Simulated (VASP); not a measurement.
# MnSb (P6_3/mmc) in VASP: further runs

Aim: see how the results for MnSb move with the level of theory and the settings. Levels: LDA, PBE, PBEsol. Tasks: single point, relaxation of cell and atoms.

All numbers are computed with VASP 6.6.1; they aren't measurements. Logs are shortened: lines on timing, memory, paths and dates and some standing lists are left out, and cuts for length are marked.

### 1 The cell of the first run

It takes space group P6_3/mmc (No. 194, hexagonal). Conventional cell: a = 4.150 Å, b = 4.150 Å, c = 5.780 Å, α = 90.00°, β = 90.00°, γ = 120.00°. Within 3.7 Å of Sb (site symmetry -6m2) lie 6 Mn at 2.80 Å. Mn (site symmetry -3m) has 6 Sb at 2.80 Å and 2 Mn at 2.89 Å within 3.7 Å.

### 2 Single point, LDA, collinear spin, ferromagnetic start

File INCAR:

```
  ALGO = Normal
  EDIFF = 1E-6
  ENCUT = 520
  GGA = CA
  ISIF = 2
  ISMEAR = -1
  ISPIN = 2
  LASPH = T
  LCHARG = F
  LMAXMIX = 4
  LORBIT = 11
  LREAL = F
  LWAVE = F
  MAGMOM = 0 0 4 4
  NBANDS = 30
  NELM = 150
  PREC = Accurate
  SIGMA = 0.05
```

File KPOINTS:

```
k-points
0
Gamma
  7 7 5
```

File POSCAR:

```
MnSb
1.0
    4.1500000000      0.0000000000      0.0000000000
   -2.0750000000      3.5940054257      0.0000000000
    0.0000000000      0.0000000000      5.7800000000
Sb Mn
2 2
Direct
    0.6666666667      0.3333333333      0.7500000000
    0.3333333333      0.6666666667      0.2500000000
    0.0000000000      0.0000000000      0.5000000000
    0.0000000000      0.0000000000      0.0000000000
```

Potentials or basis: VASP PAW LDA potentials, release 64 (Sb, Mn_pv).

On the command line:

```console
cat potpaw_LDA.64/Sb/POTCAR potpaw_LDA.64/Mn_pv/POTCAR > POTCAR
mpirun -np 1 vasp_std > vasp.out
```

OUTCAR:

```text
EDIFF = 1E-6
   ENCUT = 520
   GGA = CA
   ISIF = 2
   ISMEAR = -1
   ISPIN = 2
   LASPH = T
   LORBIT = 11
   LREAL = F
   NELM = 150
   PREC = Accurate

 ion  position               nearest neighbor table
   1  0.667  0.333  0.750-   3 2.80   4 2.80   3 2.80   4 2.80   3 2.80   4 2.80   2 3.75   2 3.75
                             2 3.75   2 3.75   2 3.75   2 3.75
   2  0.333  0.667  0.250-   3 2.80   4 2.80   3 2.80   4 2.80   3 2.80   4 2.80   1 3.75   1 3.75
                             1 3.75   1 3.75   1 3.75   1 3.75
   3  0.000  0.000  0.500-   1 2.80   2 2.80   2 2.80   1 2.80   1 2.80   2 2.80   4 2.89   4 2.89

   4  0.000  0.000  0.000-   1 2.80   2 2.80   2 2.80   1 2.80   1 2.80   2 2.80   3 2.89   3 2.89

  LATTYP: Found a hexagonal cell.
 ALAT       =     4.1500000000
 C/A-ratio  =     1.3927710843

  Lattice vectors:

 A1 = (   4.1500000000,   0.0000000000,   0.0000000000)
 A2 = (  -2.0750000000,   3.5940054257,   0.0000000000)
 A3 = (   0.0000000000,   0.0000000000,   5.7800000000)

Analysis of symmetry for initial positions (statically):
=====================================================================
 Subroutine PRICEL returns:
 Original cell was already a primitive cell.

 Routine SETGRP: Setting up the symmetry group for a
 hexagonal supercell.

 Subroutine GETGRP returns: Found 24 space group operations
 (whereof 12 operations were pure point group operations)
 out of a pool of 24 trial point group operations.

The static configuration has the point symmetry D_3d.
 The point group associated with its full space group is D_6h.

Analysis of symmetry for dynamics (positions and initial velocities):
=====================================================================
 Subroutine PRICEL returns:
 Original cell was already a primitive cell.

 Routine SETGRP: Setting up the symmetry group for a
 hexagonal supercell.

 Subroutine GETGRP returns: Found 24 space group operations
 (whereof 12 operations were pure point group operations)
 out of a pool of 24 trial point group operations.

The dynamic configuration has the point symmetry D_3d.
 The point group associated with its full space group is D_6h.

Analysis of structural, dynamic, and magnetic symmetry:
[... 137 lines left out ...]
  Fermi-wavevector in a.u.,A,eV,Ry     =   1.223651  2.312364 20.372288  1.497321
  Thomas-Fermi vector in A             =   2.358754
   LORBIT       =     11    0 simple, 1 ext, 2 COOP (PROOUT), +10 PAW based schemes
   GGA     = CA    functional components
   LHFCALC =     F    Hartree Fock is set to
   AEXX    =    0.0000 exact exchange contribution
   IVDW    =     0    specifies the selected vdW correction
   LEPSILON=     F    determine dielectric tensor
   LRPA    =     F    only Hartree local field effects (RPA)
 spin polarized calculation
  energy-cutoff  :      520.00
  volume of cell :       86.21
 maximum number of plane-waves:      2350
 NGX is ok and might be reduce to    32
   NGX = 15   NGY = 15   NGZ = 21

 number of electron      36.0000010 magnetization       6.3793497

 Free energy of the ion-electron system (eV)
  ---------------------------------------------------
  ext. energy  EPLUGINS =         0.00000000
  ---------------------------------------------------
  free energy    TOTEN  =       -28.74708073 eV

  energy without entropy =      -28.72523318  energy(sigma->0) =      -28.73615695

 E-fermi :   7.4126     XC(G=0): -10.8445

 val. band max:        7.4052171808   @ k =   0.2857   0.1429   0.4000
 cond. band min:       7.4278817289   @ k =   0.4286   0.1429   0.4000
 fundamental gap:      0.0226645481
 Fermi energy:         7.4126252573

 spin component 1

 k-point     1 :       0.0000    0.0000    0.0000
  band No.  band energies     occupation
      1     -41.7876      1.00000
      2     -41.7876      1.00000
      3     -41.7798      1.00000
      4     -41.7798      1.00000
      5     -41.5721      1.00000
      6     -41.4889      1.00000
[... 781 lines left out ...]
     29      14.9152      0.00000
     30      15.2102      0.00000
 Fermi energy:         7.4126252573

 spin component 2

 k-point     1 :       0.0000    0.0000    0.0000
  band No.  band energies     occupation
      1     -38.6483      1.00000
      2     -38.6483      1.00000
      3     -38.6389      1.00000
      4     -38.6389      1.00000
      5     -38.5693      1.00000
      6     -38.4725      1.00000
[... 781 lines left out ...]
     29      15.3156      0.00000
     30      15.6572      0.00000

------------------------ aborting loop because EDIFF is reached ----------------------------------------

  FORCE on cell =-STRESS in cart. coord.  units (eV):
  Direction    XX          YY          ZZ          XY          YZ          ZX
  --------------------------------------------------------------------------------------
  -------------------------------------------------------------------------------------
  Total       -5.8084712     -5.8084712     -6.4681765      0.0000000      0.0000000     -0.0000000
  in kB     -107.9487858   -107.9487858   -120.2092201      0.0000000      0.0000000     -0.0000000
  external PRESSURE =    -112.0355972 kB  Pullay stress =       0.0000000 kB

 VOLUME and BASIS-vectors are now :
 -----------------------------------------------------------------------------
  energy-cutoff  :      520.00
  volume of cell :       86.21
      direct lattice vectors                 reciprocal lattice vectors
     4.150000000  0.000000000  0.000000000     0.240963855  0.139120547  0.000000000
    -2.075000000  3.594005426  0.000000000     0.000000000  0.278241094  0.000000000
     0.000000000  0.000000000  5.780000000     0.000000000  0.000000000  0.173010381

 POSITION                                       TOTAL-FORCE (eV/Angst)
 -----------------------------------------------------------------------------------
      2.07500      1.19800      4.33500         0.000000      0.000000      0.000000
     -0.00000      2.39600      1.44500        -0.000000      0.000000      0.000000
      0.00000      0.00000      2.89000         0.000000      0.000000      0.000000
      0.00000      0.00000      0.00000         0.000000      0.000000      0.000000
 -----------------------------------------------------------------------------------
    total drift:                               -0.000000      0.000000      0.000000

  FREE ENERGIE OF THE ION-ELECTRON SYSTEM (eV)
  ---------------------------------------------------
  free  energy   TOTEN  =       -28.7470807314 eV

  energy  without entropy=      -28.7252331759  energy(sigma->0) =      -28.73615695

 total charge

# of ion       s       p       d       tot
------------------------------------------
    1        1.149   1.259   0.044   2.453
    2        1.149   1.259   0.044   2.453
    3        0.276   6.203   5.067  11.547
    4        0.276   6.203   5.067  11.547
--------------------------------------------------
tot          2.851  14.923  10.224  27.998

 magnetization (x)

# of ion       s       p       d       tot
------------------------------------------
    1        0.009  -0.118   0.006  -0.104
    2        0.009  -0.118   0.006  -0.104
    3        0.029   0.019   3.142   3.190
    4        0.029   0.019   3.142   3.190
--------------------------------------------------
tot          0.075  -0.198   6.296   6.173
```

It took 2.6 min on 1 thread of Oxide Virtual Turin-like, shared host; peak memory 0.21 GiB.

Results:

| Item | Value |
| --- | --- |
| Free energy | -28.7471 eV |
| Pressure | -11.2 GPa |
| Net moment | 6.38 μB per cell |
| Site moments | Sb -0.10; Mn +3.19 μB |
| Valence electrons inside the program's atomic spheres | Sb 2.45; Mn 11.55 |

Stress tensor (GPa, compression positive):
```
-10.79   0.00   0.00
  0.00 -10.79   0.00
  0.00   0.00 -12.02
```

Levels at points of the mesh, in eV from the Fermi level:
Spin up:
| k point | band 17 | band 18 | band 19 | band 20 | band 21 | band 22 | band 23 | band 24 | band 25 | band 26 |
| --- | --- | --- | --- | --- | --- | --- | --- | --- | --- | --- |
| (0.00, 0.00, 0.00) | -1.56 | -1.56 | -0.23 | 0.51 | 0.51 | 2.35 | 2.35 | 2.55 | 3.05 | 4.37 |
Spin down:
```
           k point  band 12  band 13  band 14  band 15  band 16  band 17  band 18  band 19
(0.00, 0.00, 0.00)    -0.92    -0.20    -0.20     0.16     0.16     0.66     0.66     1.19
```

Caveat: spin-orbit coupling is left out, which moves the levels of the heavy elements; only a ferromagnetic start was run, and an antiferromagnetic order may lie lower in energy.

### 3 Single point, PBE, collinear spin, ferromagnetic start

File INCAR:

```
SYSTEM = MnSb
PREC = Accurate
ENCUT = 520
EDIFF = 1E-7
ISMEAR = -1
SIGMA = 0.05
LREAL = .False.
LASPH = .True.
NELM = 150
ALGO = Normal
ISIF = 2
LWAVE = .False.
LCHARG = .False.
ISPIN = 2
MAGMOM = 0 0 4 4
LORBIT = 11
LMAXMIX = 4
GGA = PE
NBANDS = 30
```

File KPOINTS:

```
regular mesh
0
Gamma
  10 10 7
  0 0 0
```

POSCAR is that of step 2.

Potentials or basis: VASP PAW PBE potentials, release 64 (Sb, Mn_pv).

On the command line:

```console
cat potpaw_PBE.64/Sb/POTCAR potpaw_PBE.64/Mn_pv/POTCAR > POTCAR
mpirun -np 1 vasp_std > vasp.out
```

Wall time 9.3 min (1 thread of Oxide Virtual Turin-like, shared host); peak memory 0.35 GiB.

It converged, with:

```
Free energy                                           : -26.3246 eV
Pressure                                              : -3.2 GPa
Net moment                                            : 6.71 μB per cell
Site moments                                          : Sb -0.13; Mn +3.40 μB
Valence electrons inside the program's atomic spheres : Sb 2.44; Mn 11.51
```

Stress tensor (GPa, compression positive):
```
-2.74  0.00  0.00
 0.00 -2.74  0.00
 0.00  0.00 -4.04
```

Levels at points of the mesh, in eV from the Fermi level:
Spin up:
```
           k point  band 18  band 19  band 20  band 21  band 22  band 23  band 24  band 25
(0.00, 0.00, 0.00)    -1.90    -0.54     0.48     0.48     2.24     2.24     2.60     2.99
(0.50, 0.00, 0.00)    -2.22    -2.05    -1.90    -1.88    -0.89     0.68     3.05     3.48
```
Spin down:
```tsv
k point	band 12	band 13	band 14	band 15	band 16	band 17	band 18	band 19
(0.00, 0.00, 0.00)	-0.91	0.01	0.01	0.29	0.29	0.53	0.53	1.44
(0.50, 0.00, 0.00)	-2.37	-2.16	-2.02	-1.04	0.51	0.71	0.74	0.88
```

Caveat: spin-orbit coupling is left out, which moves the levels of the heavy elements; only a ferromagnetic start was run, and an antiferromagnetic order may lie lower in energy.

### 4 Relaxation of cell and atoms, PBEsol, collinear spin, ferromagnetic start

File INCAR:

```
SYSTEM = MnSb
PREC = Accurate
ENCUT = 600
EDIFF = 1E-6
ISMEAR = -1
SIGMA = 0.05
LREAL = .False.
LASPH = .True.
NELM = 150
ALGO = Normal
ISIF = 3
LWAVE = .False.
LCHARG = .False.
ISPIN = 2
MAGMOM = 0 0 4 4
LORBIT = 11
LMAXMIX = 4
GGA = PS
IBRION = 2
NSW = 60
EDIFFG = -0.01
```

File KPOINTS:

```
Automatic mesh
0
Gamma
  7 7 5
  0 0 0
```

POSCAR is that of step 3.

On the command line:

```console
cat potpaw_PBE.64/Sb/POTCAR potpaw_PBE.64/Mn_pv/POTCAR > POTCAR
mpirun -np 1 vasp_std > vasp.out
```

It took 18 min on 1 thread of Oxide Virtual Turin-like, shared host; peak memory 0.31 GiB.

It converged, with:

```yaml
Free_energy: -28.5094 eV
Relaxed_volume: 18.78 Å³/atom
Relaxed_cell: a = 3.995 Å, b = 3.995 Å, c = 5.434 Å, α = 90.00°, β = 90.00°, γ = 120.00°
Space_group_after_relaxing_to_0.05_Å: P6_3/mmc (No. 194)
Energy_gained_by_relaxing: 69.9 meV/atom
Ionic_steps: 8
Pressure_after_relaxing: -0.1 GPa
Net_moment: 5.67 μB per cell
Site_moments: Sb -0.11; Mn +2.86 μB
Valence_electrons_inside_the_program's_atomic_spheres: Sb 2.50; Mn 11.71
```

The path:
```csv
step,energy change (eV),largest force (eV/Å),pressure (GPa),volume (Å³)
1,0.0000,0.0000,-7.11,86.21
2,-0.2769,0.0000,0.29,74.82
3,-0.2771,0.0000,0.04,75.09
4,-0.2787,0.0000,-0.05,75.10
5,-0.2797,0.0000,-0.13,75.11
6,-0.2797,0.0000,-0.09,75.11
7,-0.2797,0.0000,-0.09,75.11
8,-0.2797,0.0000,-0.06,75.11
```

Final structure:
```
Sb Mn
1.0
     3.99512    0.00000    0.00000
    -1.99756    3.45987    0.00000
     0.00000    0.00000    5.43380
Sb Mn
2 2
Direct
  0.66667 0.33333 0.75000
  0.33333 0.66667 0.25000
  0.00000 0.00000 0.50000
  0.00000 0.00000 0.00000
```

Levels at points of the mesh, in eV from the Fermi level:
Spin up:
| k point | band 19 | band 20 | band 21 | band 22 | band 23 | band 24 |
| --- | --- | --- | --- | --- | --- | --- |
| (0.00, 0.00, 0.00) | 0.26 | 0.60 | 0.60 | 2.85 | 2.85 | 3.10 |
Spin down:
```tsv
k point	band 13	band 14	band 15	band 16	band 17	band 18
(0.00, 0.00, 0.00)	-0.51	-0.51	0.00	0.00	0.76	0.76
```

Caveat: the PAW data sets were made with another functional, which shifts forces and pressure a little; spin-orbit coupling is left out, which moves the levels of the heavy elements; the volume moved by -13 % from the deposited cell, more than functionals usually miss; only a ferromagnetic start was run, and an antiferromagnetic order may lie lower in energy.

### 5 The runs side by side

```tsv
task	level	potentials or basis	cell	k mesh	cutoff (eV)	gap on the mesh (eV)	pressure (GPa)	moment (μB)
single point	LDA	VASP PAW LDA potentials, release 64 (Sb, Mn_pv)	as given	7 × 7 × 5	520	none	-11.2	6.38
single point	PBE	VASP PAW PBE potentials, release 64 (Sb, Mn_pv)	as given	10 × 10 × 7	520	none	-3.2	6.71
relaxation of cell and atoms	PBEsol	VASP PAW PBE potentials, release 64 (Sb, Mn_pv)	relaxed	7 × 7 × 5	600	none	-0.1	5.67
```

Alike in all rows: spin collinear, ferromagnetic start; smearing fermi-dirac 0.05 eV.

Caveats: spin-orbit coupling is left out, which moves the levels of the heavy elements; only a ferromagnetic start was run, and an antiferromagnetic order may lie lower in energy; the PAW data sets were made with another functional, which shifts forces and pressure a little (some runs); the volume moved by -13 % from the deposited cell, more than functionals usually miss (some runs).

Total energies depend on the potentials used, so only differences within one code and one set of settings carry meaning.
